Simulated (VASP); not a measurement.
Set up this calculation in VASP 6.6.1, as the native input.

- Task: single point
- Functional: PBE
- Potentials or basis: VASP PAW PBE potentials, release 64 (Re)
- Cutoff: 520 eV
- k mesh: 10 × 10 × 10
- Occupations: gaussian, width 0.15 eV
- Spin: no spin polarisation
- Dipole correction: no
- Further INCAR settings: ALGO = Normal; EDIFF = 1e-07; NBANDS = 10

The structure of Re lies in POSCAR:

```
Re
1.0
    0.0000000000      2.0276056953      1.7374553203
    2.0276056953      0.0000000000      1.7374553203
    2.0276056953      2.0276056953      0.0000000000
Re
1
Direct
    0.0000000000      0.0000000000      0.0000000000
```

This cell differs from its parent crystal: volume 14.286 Å^3 an atom, c/a of the conventional cell 0.8569.

These files were run (other wordings do the same):

INCAR

```
PREC = Accurate
ENCUT = 520
EDIFF = 1E-7
ISMEAR = 0
SIGMA = 0.15
LREAL = F
LASPH = T
NELM = 60
ALGO = Normal
ISIF = 2
LWAVE = F
LCHARG = F
GGA = PE
NBANDS = 10
```

KPOINTS

```
Automatic mesh
0
Gamma
  10 10 10
```

Potentials or basis: VASP PAW PBE potentials, release 64 (Re).

Launch:

```console
$ cat potpaw_PBE.64/Re/POTCAR > POTCAR
$ mpirun -np 1 vasp_std > vasp.out
```

It gave:

```
Pressure : 21.5 GPa
```

Run time: 11 s on 1 thread of AMD EPYC 9R45 96-Core Processor (Zen 5), with other jobs on the host, peak memory 0.11 GiB.
